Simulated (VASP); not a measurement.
# Ge (Cmmm) in VASP: single point with PBEsol-based screened hybrid with 25 % exact exchange

Aim: the single point of Ge with PBEsol-based screened hybrid with 25 % exact exchange.

Everything below comes from runs of VASP 6.6.1. Logs are shortened: lines on timing, memory, paths and dates and some standing lists are left out, and cuts for length are marked.

## Step 1: The cell of the first run

Symmetry: Cmmm, No. 65, orthorhombic system. The conventional cell has a = 2.794 Å, b = 5.201 Å, c = 2.698 Å, α = 90.00°, β = 90.00°, γ = 90.00°. Within 3.6 Å of Ge (site symmetry mmm) lie 8 Ge at 2.70 to 2.95 Å.

## Step 2: Single point, PBEsol-based screened hybrid with 25 % exact exchange

File POSCAR:

```
Ge
1.0
    1.3971490000     -2.6005160000      0.0000000000
    1.3971490000      2.6005160000      0.0000000000
    0.0000000000      0.0000000000      2.6982310000
Ge
1
Direct
    0.5000000000      0.5000000000      0.0000000000
```

File INCAR.step1:

```
SYSTEM = Ge
  PREC = Accurate
  ENCUT = 520
  EDIFF = 1E-5
  ISMEAR = -1
  SIGMA = 0.05
  LREAL = .FALSE.
  LASPH = .TRUE.
  NELM = 100
  ALGO = Normal
  ISIF = 2
  LWAVE = .TRUE.
  LCHARG = .FALSE.
  GGA = PE
  NBANDS = 13
```

File INCAR.step2:

```
SYSTEM = Ge
  PREC = Accurate
  ENCUT = 520
  EDIFF = 1E-7
  ISMEAR = -1
  SIGMA = 0.05
  LREAL = .FALSE.
  LASPH = .TRUE.
  NELM = 100
  ALGO = Normal
  ISIF = 2
  LWAVE = .FALSE.
  LCHARG = .FALSE.
  GGA = PS
  LHFCALC = .TRUE.
  AEXX = 0.25
  HFSCREEN = 0.207
  PRECFOCK = Normal
  ISTART = 1
  NBANDS = 13
```

File KPOINTS:

```
Automatic mesh
0
G
  6 6 5
  0 0 0
```

Potentials or basis: VASP PAW PBE potentials, release 64 (Ge_d).

On the command line:

```
$ cat potpaw_PBE.64/Ge_d/POTCAR > POTCAR
$ cp INCAR.step1 INCAR
$ mpirun -np 1 vasp_std > vasp.out
$ cp INCAR.step2 INCAR
$ mpirun -np 1 vasp_std > vasp.out
```

OUTCAR:

```text
SYSTEM = Ge
   PREC = Accurate
   ENCUT = 520
   EDIFF = 1E-7
   ISMEAR = -1
   LREAL = .FALSE.
   LASPH = .TRUE.
   NELM = 100
   ISIF = 2
   GGA = PS
   LHFCALC = .TRUE.
   AEXX = 0.25
   HFSCREEN = 0.207
   PRECFOCK = Normal
   ISTART = 1

 ion  position               nearest neighbor table
   1  0.500  0.500  0.000-

  LATTYP: Found a base centered orthorhombic cell.
 ALAT       =     2.7942980000
 B/A-ratio  =     1.8613018368
 C/A-ratio  =     0.9656203454

  Lattice vectors:

 A1 = (   1.3971490000,  -2.6005160000,   0.0000000000)
 A2 = (   1.3971490000,   2.6005160000,   0.0000000000)
 A3 = (   0.0000000000,   0.0000000000,   2.6982310000)

Analysis of symmetry for initial positions (statically):
=====================================================================
 Subroutine PRICEL returns:
 Original cell was already a primitive cell.

 Routine SETGRP: Setting up the symmetry group for a
 base centered orthorhombic supercell.

 Subroutine GETGRP returns: Found  8 space group operations
 (whereof  8 operations were pure point group operations)
 out of a pool of  8 trial point group operations.

The static configuration has the point symmetry D_2h.

Analysis of symmetry for dynamics (positions and initial velocities):
=====================================================================
 Subroutine PRICEL returns:
 Original cell was already a primitive cell.

 Routine SETGRP: Setting up the symmetry group for a
 base centered orthorhombic supercell.

 Subroutine GETGRP returns: Found  8 space group operations
 (whereof  8 operations were pure point group operations)
 out of a pool of  8 trial point group operations.

The dynamic configuration has the point symmetry D_2h.

 Subroutine INISYM returns: Found  8 space group operations
 (whereof  8 operations are pure point group operations),
 and found     1 'primitive' translations

----------------------------------------------------------------------------------------

                                     Primitive cell

  volume of cell :      19.6070

  direct lattice vectors                    reciprocal lattice vectors
     1.397149000 -2.600516000  0.000000000     0.357871637 -0.192269534  0.000000000
     1.397149000  2.600516000  0.000000000     0.357871637  0.192269534  0.000000000
     0.000000000  0.000000000  2.698231000     0.000000000  0.000000000  0.370613191

  length of vectors
     2.952068562  2.952068562  2.698231000     0.406250763  0.406250763  0.370613191

  position of ions in fractional coordinates (direct lattice)
     0.500000000  0.500000000  0.000000000

  ion indices of the primitive-cell ions
   primitive index   ion index
                 1           1

----------------------------------------------------------------------------------------

 KPOINTS: Automatic mesh

Automatic generation of k-mesh.
 Grid dimensions read from file:
 generate k-points for:    6    6    5

 Generating k-lattice:

  Cartesian coordinates                     Fractional coordinates (reciprocal lattice)
     0.059645273 -0.032044922  0.000000000     0.166666667  0.000000000  0.000000000
     0.059645273  0.032044922  0.000000000     0.000000000  0.166666667  0.000000000
     0.000000000  0.000000000  0.074122638     0.000000000  0.000000000  0.200000000

  Length of vectors
     0.067708461  0.067708461  0.074122638

  Shift w.r.t. Gamma in fractional coordinates (k-lattice)
     0.000000000  0.000000000  0.000000000

 Subroutine IBZKPT returns following result:
 ===========================================

 Found     39 irreducible k-points:

 Following reciprocal coordinates:
            Coordinates               Weight
  0.000000  0.000000  0.000000      1.000000
  0.166667  0.000000  0.000000      4.000000
  0.333333  0.000000  0.000000      4.000000
  0.500000 -0.000000  0.000000      2.000000
  0.166667  0.166667  0.000000      2.000000
  0.333333  0.166667  0.000000      4.000000
[... 16 lines left out ...]
  0.333333  0.333333  0.200000      4.000000
  0.500000  0.333333  0.200000      8.000000
 [... further k-points ...]
   k-points           NKPTS =     39   k-points in BZ     NKDIM =    180   number of bands    NBANDS=     13
   number of dos      NEDOS =    301   number of ions     NIONS =      1
   total plane-waves  NPLWV =  11520
   dimension x,y,z NGX =    24 NGY =   24 NGZ =   20
   dimension x,y,z NGXF=    48 NGYF=   48 NGZF=   40
   ions per type =               1
   NGX,Y,Z   is equivalent  to a cutoff of  13.52, 13.52, 12.32 a.u.
   NGXF,Y,Z  is equivalent  to a cutoff of  27.03, 27.03, 24.65 a.u.
 SYSTEM =  Ge
   PREC   = accura    normal or accurate (medium, high low for compatibility)
   ISTART =      1    job   : 0-new  1-cont  2-samecut
   ICHARG =      0    charge: 1-file 2-atom 10-const
   ISPIN  =      1    spin polarized calculation?
   LNONCOLLINEAR =      F non collinear calculations
   LSORBIT =      F    spin-orbit coupling
   LASPH  =      T    aspherical Exc in radial PAW
   ENCUT  =  520.0 eV  38.22 Ry    6.18 a.u.   5.49  5.49  5.02*2*pi/ulx,y,z
   NELM   =    100;   NELMIN=  2; NELMDL=  0     # of ELM steps
   EDIFF  = 0.1E-06   stopping-criterion for ELM
   LREAL  =      F    real-space projection
   EDIFFG = 0.1E-05   stopping-criterion for IOM
   NSW    =      0    number of steps for IOM
   IBRION =     -1    ionic relax: 0-MD 1-quasi-New 2-CG
   NFREE  =      0    steps in history (QN), initial steepest desc. (CG)
   ISIF   =      2    stress and relaxation
   ISYM   =      3    0-nonsym 1-usesym 2-fastsym
   POTIM  = 0.5000    time-step for ionic-motion
   TEBEG  =    0.0;   TEEND  =   0.0 temperature during run
   PSTRESS=    0.0 pullay stress
   NELECT =      14.0000    total number of electrons
   NUPDOWN=      -1.0000    fix difference up-down
   EMIN   =  10.00;   EMAX   =-10.00  energy-range for DOS
   EFERMI =   0.00;   METHOD = LEGACY
   ISMEAR =    -1;   SIGMA  =   0.05  broadening in eV -4-tet -1-fermi 0-gaus
   EFERMI_NEDOS =   21; number of points for ismear=-14 and -15
   IALGO  =     38    algorithm
   IMIX   =      1    mixing-type and parameters
     AMIX     =   0.40;   BMIX     =  1.00
     AMIX_MAG =   1.60;   BMIX_MAG =  1.00
  volume/ion in A,a.u.               =      19.61       132.31
  Fermi-wavevector in a.u.,A,eV,Ry     =   1.463234  2.765111 29.130796  2.141053
  Thomas-Fermi vector in A             =   2.579353
   LORBIT       =      0    0 simple, 1 ext, 2 COOP (PROOUT), +10 PAW based schemes
   GGA     = PS    functional components
   LHFCALC =     T    Hartree Fock is set to
   PRECFOCK=normal    Normal, Fast or Accurate (Low or Medium for compatibility)
   ENCUT4O =  -1.0   cutoff for four orbital integrals eV
   NKREDX  =     1    reduce k-point grid by
   NKREDY  =     1    reduce k-point grid by
   NKREDZ  =     1    reduce k-point grid by
   AEXX    =    0.2500 exact exchange contribution
   HFSCREEN=    0.2070 screening length (either q_TF or 0.3 A-1)
   HFSCREENC=   0.2070 screening length for correlation (either q_TF or 0.3 A-1)
   ENCUTFOCK=  -1.0 apply spherical cutoff to Coloumb kernel
   IVDW    =     0    specifies the selected vdW correction
   LEPSILON=     F    determine dielectric tensor
   LRPA    =     F    only Hartree local field effects (RPA)
 non-spin polarized calculation
  energy-cutoff  :      520.00
  volume of cell :       19.61
 maximum number of plane-waves:       542
 NGX is ok and might be reduce to    24
  NGX = 18; NGY = 18; NGZ = 16

 number of electron      14.0000003 magnetization

 Free energy of the ion-electron system (eV)
  ---------------------------------------------------
  ext. energy  EPLUGINS =         0.00000000
  ---------------------------------------------------
  free energy    TOTEN  =        -5.25444699 eV

  energy without entropy =       -5.25065657  energy(sigma->0) =       -5.25255178

 E-fermi :   6.1290     XC(G=0):  -9.1873

 val. band max:        6.0569180412   @ k =   0.5000   0.1667   0.4000
 cond. band min:       6.2043400290   @ k =   0.5000   0.1667   0.0000
 fundamental gap:      0.1474219878
 Fermi energy:         6.1290281544

 k-point     1 :       0.0000    0.0000    0.0000
  band No.  band energies     occupation
      1     -21.9792      2.00000
      2     -21.9405      2.00000
      3     -21.8895      2.00000
      4     -21.7750      2.00000
      5     -21.7455      2.00000
      6      -8.3950      2.00000
      7      13.5423      0.00000
      8      14.1178      0.00000
      9      15.7049      0.00000
     10      16.9648      0.00000
     11      19.4007      0.00000
     12      21.9283      0.00000
     13      21.9584      0.00000

 k-point     2 :       0.1667    0.0000    0.0000
  band No.  band energies     occupation
      1     -21.9659      2.00000
      2     -21.9149      2.00000
      3     -21.8870      2.00000
      4     -21.7793      2.00000
      5     -21.7577      2.00000
      6      -7.6459      2.00000
      7      10.5978      0.00000
      8      12.6931      0.00000
      9      14.2245      0.00000
     10      17.0275      0.00000
     11      18.5223      0.00000
     12      22.4027      0.00000
     13      25.5255      0.00000

 k-point     3 :       0.3333    0.0000    0.0000
  band No.  band energies     occupation
      1     -21.9633      2.00000
      2     -21.8954      2.00000
      3     -21.8271      2.00000
      4     -21.7944      2.00000
      5     -21.7756      2.00000
      6      -5.4134      2.00000
      7       4.3008      2.00000
      8      10.7808      0.00000
      9      14.8637      0.00000
     10      16.0877      0.00000
     11      20.3601      0.00000
     12      26.6895      0.00000
     13      26.9412      0.00000
[... 305 lines left out ...]
 k-point    23 :       0.3333    0.3333    0.2000
  band No.  band energies     occupation
      1     -21.8718      2.00000
      2     -21.8614      2.00000
      3     -21.8300      2.00000
      4     -21.8276      2.00000
      5     -21.8151      2.00000
      6      -0.9745      2.00000
      7       3.2310      2.00000
      8       3.2895      2.00000
      9      12.8308      0.00000
     10      18.0181      0.00000
     11      18.2541      0.00000
     12      26.2180      0.00000
     13      27.4069      0.00000

 k-point    24 :       0.5000    0.3333    0.2000
  band No.  band energies     occupation
      1     -21.9234      2.00000
      2     -21.8501      2.00000
      3     -21.8402      2.00000
      4     -21.8214      2.00000
      5     -21.7894      2.00000
      6      -3.0373      2.00000
      7       2.4685      2.00000
      8       8.2731      0.00000
      9      11.3579      0.00000
     10      17.2360      0.00000
     11      21.7445      0.00000
     12      23.2381      0.00000
     13      27.9926      0.00000

 [... further k-points ...]
[... 5 lines left out ...]
  --------------------------------------------------------------------------------------
  -------------------------------------------------------------------------------------
  Total        0.1517676     -1.4614270      0.2789486     -0.0000000      0.0000000      0.0000000
  in kB       12.4016191   -119.4197985     22.7941499     -0.0000000      0.0000000      0.0000000
  external PRESSURE =     -28.0746765 kB  Pullay stress =       0.0000000 kB

 VOLUME and BASIS-vectors are now :
 -----------------------------------------------------------------------------
  energy-cutoff  :      520.00
  volume of cell :       19.61
      direct lattice vectors                 reciprocal lattice vectors
     1.397149000 -2.600516000  0.000000000     0.357871637 -0.192269534  0.000000000
     1.397149000  2.600516000  0.000000000     0.357871637  0.192269534  0.000000000
     0.000000000  0.000000000  2.698231000     0.000000000  0.000000000  0.370613191

 POSITION                                       TOTAL-FORCE (eV/Angst)
 -----------------------------------------------------------------------------------
      1.39715      0.00000      0.00000         0.000000      0.000000      0.000000
 -----------------------------------------------------------------------------------
    total drift:                               -0.000000     -0.000000      0.000000

  FREE ENERGIE OF THE ION-ELECTRON SYSTEM (eV)
  ---------------------------------------------------
  free  energy   TOTEN  =        -5.2544469856 eV

  energy  without entropy=       -5.2506565707  energy(sigma->0) =       -5.25255178
```

Run time: 25 min. Hardware: 1 thread of Oxide Virtual Turin-like, shared host; peak memory 0.21 GiB.

Results:

| Quantity | Value |
| --- | --- |
| Free energy | -5.2544 eV |
| Pressure | -2.8 GPa |
| Band gap on the k mesh | zero (bands 7 and 8 overlap by 11.07 eV) |

Levels at points of the mesh, in eV from the Fermi level:
```
           k point  band 5  band 6  band 7  band 8  band 9  band 10
(0.00, 0.00, 0.00)  -27.87  -14.52    7.41    7.99    9.58    10.84
(0.50, 0.00, 0.00)  -27.91   -8.80   -6.09    3.97    7.99    11.56
(0.50, 0.50, 0.00)  -27.88   -9.74   -6.29    5.85    9.75    10.86
```

Caveat: the k points lie up to 0.47 Å⁻¹ apart, too coarse for converged energies and pressures of a metal; the PAW data sets were made with another functional, which shifts forces and pressure a little.

The gap in the log of VASP goes by the Fermi energy; the results here count the filled bands.